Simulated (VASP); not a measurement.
# CuSi16 (a cell with a defect) in VASP: single point with PBE+D3(BJ)

Aim: the single point of CuSi16 (a cell with a defect) with PBE+D3(BJ).

All numbers are computed with VASP 6.6.1; they aren't measurements. Logs are shortened: lines on timing, memory, paths and dates and some standing lists are left out, and cuts for length are marked.

### Step 1. The cell of the first run

The cell holds a defect, 17 atoms: a = 7.679 Å, b = 7.679 Å, c = 7.679 Å, α = 60.00°, β = 60.00°, γ = 60.00°.

### Step 2. Single point, PBE+D3(BJ), collinear spin, zero start

Contents of INCAR:

```
ALGO = Normal
EDIFF = 1E-6
ENCUT = 520
GGA = PE
GGA_COMPAT = False
ISIF = 2
ISMEAR = 0
ISPIN = 2
IVDW = 12
LASPH = True
LCHARG = True
LELF = True
LMAXMIX = 4
LORBIT = 11
LREAL = False
LVHAR = True
LWAVE = False
MAGMOM = 0 0 0 0 0 0 0 0 0 0 0 0 0 0 0 0 0
NBANDS = 56
NELM = 200
PREC = Accurate
SIGMA = 0.05
```

Contents of KPOINTS:

```
k-points
0
Gamma
  2 2 2
```

Contents of POSCAR:

```
CuSi16
1.0
    0.0000000000      5.4300000000      5.4300000000
    5.4300000000      0.0000000000      5.4300000000
    5.4300000000      5.4300000000      0.0000000000
Si Cu
16 1
Direct
    0.0301207182     -0.0094628913     -0.0105323204
    0.1312309392      0.1266965009      0.1256418048
   -0.0063344383      0.0087294659      0.4986029466
    0.1312329650      0.1267000000      0.6160239411
   -0.0063311234      0.4996611418      0.0076624309
    0.1312245856      0.6170930939      0.1256422652
   -0.0063335175      0.4996615101      0.4986086556
    0.0955273481      0.6354026703      0.6343343462
    0.5034775322      0.0075386740      0.0064666667
    0.6586974217      0.1143403315      0.1132791897
    0.5034779926      0.0075387661      0.4821118785
    0.6214541436      0.1424848987      0.6178279926
    0.5034720994      0.4831752302      0.0064737569
    0.6214561694      0.6188917127      0.1414254144
    0.4668641805      0.5116170350      0.5105608656
    0.6214534991      0.6188965930      0.6178267956
    0.5586189687      0.8143710866      0.8133029466
```

Potentials or basis: VASP PAW PBE potentials, release 64 (Si, Cu).

On the command line:

```sh
cat potpaw_PBE.64/Si/POTCAR potpaw_PBE.64/Cu/POTCAR > POTCAR
mpirun -np 1 vasp_std > vasp.out
```

OUTCAR:

```text
EDIFF = 1E-6
   ENCUT = 520
   GGA = PE
   ISIF = 2
   ISMEAR = 0
   ISPIN = 2
   IVDW = 12
   LASPH = True
   LORBIT = 11
   LREAL = False
   NELM = 200
   PREC = Accurate
 IVDW          = 12

 ion  position               nearest neighbor table
   1  0.030  0.991  0.989-  10 2.33   4 2.35   2 2.35   6 2.35
   2  0.131  0.127  0.126-   9 2.33   3 2.34   5 2.34   1 2.35
   3  0.994  0.009  0.499-  12 2.33   4 2.34   2 2.34   8 2.35
   4  0.131  0.127  0.616-  11 2.33   3 2.34   7 2.34   1 2.35
   5  0.994  0.500  0.008-  14 2.33   2 2.34   6 2.34   8 2.35
   6  0.131  0.617  0.126-  13 2.33   7 2.34   5 2.34   1 2.35
   7  0.994  0.500  0.499-  16 2.33   4 2.34   6 2.34   8 2.35
   8  0.096  0.635  0.634-  15 2.33   3 2.35   7 2.35   5 2.35
   9  0.503  0.008  0.006-  10 2.32   2 2.33  17 2.35  12 2.44  14 2.44
  10  0.659  0.114  0.113-  11 2.32   9 2.32  13 2.32   1 2.33
  11  0.503  0.008  0.482-  10 2.32   4 2.33  17 2.35  12 2.44  16 2.44
  12  0.621  0.142  0.618-  15 2.32   3 2.33  17 2.35  11 2.44   9 2.44
  13  0.503  0.483  0.006-  10 2.32   6 2.33  17 2.35  16 2.44  14 2.44
  14  0.621  0.619  0.141-  15 2.32   5 2.33  17 2.35   9 2.44  13 2.44
  15  0.467  0.512  0.511-  12 2.32  16 2.32  14 2.32   8 2.33
  16  0.621  0.619  0.618-  15 2.32   7 2.33  17 2.35  11 2.44  13 2.44
  17  0.559  0.814  0.813-   9 2.35  11 2.35  13 2.35  12 2.35  16 2.35  14 2.35

  LATTYP: Found a face centered cubic cell.
 ALAT       =    10.8600000000

  Lattice vectors:

 A1 = (   0.0000000000,   5.4300000000,   5.4300000000)
 A2 = (   5.4300000000,   0.0000000000,   5.4300000000)
 A3 = (   5.4300000000,   5.4300000000,   0.0000000000)

Analysis of symmetry for initial positions (statically):
=====================================================================
 Subroutine PRICEL returns:
 Original cell was already a primitive cell.

 Routine SETGRP: Setting up the symmetry group for a
 face centered cubic supercell.

 Subroutine GETGRP returns: Found  2 space group operations
 (whereof  1 operations were pure point group operations)
 out of a pool of 48 trial point group operations.

The static configuration has the point symmetry C_1 .
 The point group associated with its full space group is C_1h.

Analysis of symmetry for dynamics (positions and initial velocities):
=====================================================================
 Subroutine PRICEL returns:
 Original cell was already a primitive cell.

 Routine SETGRP: Setting up the symmetry group for a
 face centered cubic supercell.

 Subroutine GETGRP returns: Found  2 space group operations
 (whereof  1 operations were pure point group operations)
 out of a pool of 48 trial point group operations.

The dynamic configuration has the point symmetry C_1 .
[... 174 lines left out ...]

  energy without entropy =      -87.46705327  energy(sigma->0) =      -87.47149960

 E-fermi :   6.9209     XC(G=0):  -9.6833

 val. band max:        6.8948228027   @ k =   0.0000   0.0000   0.0000
 cond. band min:       6.9244895011   @ k =   0.5000   0.0000   0.0000
 fundamental gap:      0.0296666984
 Fermi energy:         6.9209252168

 spin component 1

 k-point     1 :       0.0000    0.0000    0.0000
  band No.  band energies     occupation
      1      -5.9369      1.00000
      2      -3.6001      1.00000
      3      -3.5218      1.00000
      4      -3.5218      1.00000
      5      -3.5158      1.00000
      6      -1.9878      1.00000
[... 301 lines left out ...]
     48      10.3966      0.00000
     49      10.4032      0.00000
 Fermi energy:         6.9209252168

 spin component 2

 k-point     1 :       0.0000    0.0000    0.0000
  band No.  band energies     occupation
      1      -5.9369      1.00000
      2      -3.6001      1.00000
      3      -3.5218      1.00000
      4      -3.5218      1.00000
      5      -3.5158      1.00000
      6      -1.9878      1.00000
[... 301 lines left out ...]
     48      10.3966      0.00000
     49      10.4032      0.00000
 [bands above 49 left out]

------------------------ aborting loop because EDIFF is reached ----------------------------------------

 Edisp (eV)   -5.67609

 E8    (eV) :    -2.3549

  FORCE on cell =-STRESS in cart. coord.  units (eV):
  Direction    XX          YY          ZZ          XY          YZ          ZX
  --------------------------------------------------------------------------------------
  -------------------------------------------------------------------------------------
  Total       2.76171     2.76171     2.76142    -0.37556     0.37573    -0.37573
  in kB      13.81847    13.81847    13.81699    -1.87917     1.88000    -1.88000
  external pressure =       13.82 kB  Pullay stress =        0.00 kB

 VOLUME and BASIS-vectors are now :
 -----------------------------------------------------------------------------
  energy-cutoff  :      520.00
  volume of cell :      320.21
      direct lattice vectors                 reciprocal lattice vectors
     0.000000000  5.430000000  5.430000000    -0.092081031  0.092081031  0.092081031
     5.430000000  0.000000000  5.430000000     0.092081031 -0.092081031  0.092081031
     5.430000000  5.430000000  0.000000000     0.092081031  0.092081031 -0.092081031

 POSITION                                       TOTAL-FORCE (eV/Angst)
 -----------------------------------------------------------------------------------
     10.75143      5.53637      5.54217         0.013887     -0.013887     -0.014149
      1.37020      1.39482      1.40055        -0.004344      0.000289      0.000674
      2.75481      8.10302      5.44300         0.000293     -0.000293     -0.004645
      4.03299      4.05761      1.40058        -0.000289      0.004344      0.000674
      2.75477      5.43723      8.10878         0.000620     -0.004418     -0.000169
      4.03305      1.39479      4.06336        -0.000563      0.000563      0.004085
[... 9 lines left out ...]
      6.71541      6.72929      6.73510        -0.017712     -0.000955     -0.001324
      8.83827      7.44954      7.45534         0.000908     -0.000908     -0.001492
 -----------------------------------------------------------------------------------
    total drift:                               -0.000414     -0.001253     -0.000539

  FREE ENERGIE OF THE ION-ELECTRON SYSTEM (eV)
  ---------------------------------------------------
  free  energy   TOTEN  =       -93.1520332352 eV

  energy  without entropy=      -93.1431405732  energy(sigma->0) =      -93.14758690

 total charge

# of ion       s       p       d       tot
------------------------------------------
    1        0.740   0.956   0.000   1.697
    2        0.742   0.957   0.000   1.699
    3        0.742   0.957   0.000   1.699
    4        0.742   0.957   0.000   1.699
    5        0.742   0.957   0.000   1.699
    6        0.742   0.957   0.000   1.699
[... 9 lines left out ...]
   16        0.737   0.951   0.000   1.688
   17        0.509   0.467   9.211  10.188
--------------------------------------------------
tot         12.371  15.718   9.211  37.300

 magnetization (x)

# of ion       s       p       d       tot
------------------------------------------
    1       -0.000   0.000   0.000  -0.000
    2       -0.000  -0.000   0.000  -0.000
    3        0.000  -0.000   0.000  -0.000
    4       -0.000  -0.000   0.000  -0.000
    5        0.000   0.000   0.000   0.000
    6        0.000   0.000   0.000   0.000
[... 9 lines left out ...]
   16        0.000   0.000   0.000   0.000
   17        0.000   0.000  -0.000  -0.000
--------------------------------------------------
tot          0.000   0.000  -0.000   0.000
```

OSZICAR:

```text
N       E                     dE             d eps       ncg     rms          rms(c)
DAV:   1     0.325646356709E+03    0.32565E+03   -0.27490E+04  1344   0.115E+03
DAV:   2    -0.526372372204E+02   -0.37828E+03   -0.34903E+03  1432   0.230E+02
DAV:   3    -0.895973676044E+02   -0.36960E+02   -0.34816E+02  1776   0.743E+01
DAV:   4    -0.913751088501E+02   -0.17777E+01   -0.17570E+01  1960   0.165E+01
DAV:   5    -0.914356019287E+02   -0.60493E-01   -0.60417E-01  1784   0.271E+00    0.210E+01
DAV:   6    -0.939617899719E+02   -0.25262E+01   -0.10288E+02  1920   0.133E+02    0.165E+01
DAV:   7    -0.877084441312E+02    0.62533E+01   -0.30010E+01  1928   0.654E+01    0.846E+00
DAV:   8    -0.896304644114E+02   -0.19220E+01   -0.20879E+01  2120   0.709E+01    0.135E+01
DAV:   9    -0.874374278852E+02    0.21930E+01   -0.14417E+01  1984   0.505E+01    0.202E+00
DAV:  10    -0.874782238204E+02   -0.40796E-01   -0.11489E+00  2096   0.895E+00    0.103E+00
DAV:  11    -0.874822416257E+02   -0.40178E-02   -0.51219E-02  1656   0.651E-01    0.100E+00
DAV:  12    -0.874743736123E+02    0.78680E-02   -0.29762E-02  2048   0.381E+00    0.303E-01
DAV:  13    -0.874830473147E+02   -0.86737E-02   -0.45757E-02  2112   0.339E+00    0.736E-01
DAV:  14    -0.874763357021E+02    0.67116E-02   -0.22747E-02  2096   0.270E+00    0.231E-01
DAV:  15    -0.874759689597E+02    0.36674E-03   -0.29026E-03  2128   0.596E-01    0.932E-02
DAV:  16    -0.874759347844E+02    0.34175E-04   -0.60892E-04  2144   0.308E-01    0.169E-02
DAV:  17    -0.874759466977E+02   -0.11913E-04   -0.10337E-04  2080   0.101E-01    0.198E-02
DAV:  18    -0.874759459343E+02    0.76338E-06   -0.59517E-06  2024   0.265E-02
   1 F= -.93152033E+02 E0= -.93147587E+02  d E =-.889266E-02  mag=    -0.0000
```

Run time: 7.2 min. Hardware: 1 thread of Intel Xeon Platinum 8259CL at 2.50GHz (Skylake/Cascade Lake), shared host; peak memory 0.72 GiB.

What came out:

* Free energy: -93.1520 eV
* Pressure: 1.4 GPa
* Largest force: 0.027 eV/Å
* Net moment: 0.00 μB per cell
* Valence electrons inside the program's atomic spheres: Si 1.70, 1.69 (each value once); Cu 10.19
* Dispersion energy per atom: -0.334 eV

Forces in eV/Å, atoms in the order of the input:
```
Si   0.014 -0.014 -0.014
Si  -0.004  0.000  0.001
Si   0.000  0.000 -0.005
Si   0.000  0.004  0.001
Si   0.001 -0.004  0.000
Si  -0.001  0.001  0.004
Si   0.004 -0.001  0.000
Si  -0.014  0.014  0.013
Si   0.017  0.002  0.001
Si  -0.015  0.015  0.016
Si  -0.002 -0.017  0.001
Si   0.001 -0.001  0.018
Si  -0.002  0.002 -0.017
Si   0.001  0.018 -0.001
Si   0.016 -0.016 -0.015
Si  -0.018 -0.001 -0.001
Cu   0.001 -0.001 -0.001
```

Levels at points of the mesh, in eV from the Fermi level:
Spin up:
```csv
k point,band 35,band 36,band 37,band 38,band 39,band 40
"(0.00, 0.00, 0.00)",-1.02,-0.67,-0.55,-0.50,-0.50,-0.03
"(0.50, 0.00, 0.00)",-1.47,-1.04,-1.04,0.00,0.44,0.91
"(0.00, 0.50, 0.00)",-1.56,-1.44,-1.25,0.13,0.48,0.53
"(0.00, 0.00, 0.50)",-1.56,-1.44,-1.25,0.13,0.48,0.53
"(0.50, 0.50, 0.00)",-2.02,-2.01,-1.69,0.16,0.25,1.34
"(0.00, 0.50, 0.50)",-2.02,-2.01,-1.69,0.16,0.25,1.34
```
Spin down:
```csv
k point,band 35,band 36,band 37,band 38,band 39,band 40
"(0.00, 0.00, 0.00)",-1.02,-0.67,-0.55,-0.50,-0.50,-0.03
"(0.50, 0.00, 0.00)",-1.47,-1.04,-1.04,0.00,0.44,0.91
"(0.00, 0.50, 0.00)",-1.56,-1.44,-1.25,0.13,0.48,0.53
"(0.00, 0.00, 0.50)",-1.56,-1.44,-1.25,0.13,0.48,0.53
"(0.50, 0.50, 0.00)",-2.02,-2.01,-1.69,0.16,0.25,1.34
"(0.00, 0.50, 0.50)",-2.02,-2.01,-1.69,0.16,0.25,1.34
```

Caveat: the k points lie up to 0.50 Å⁻¹ apart; no moment was typed at the start, so none could form.
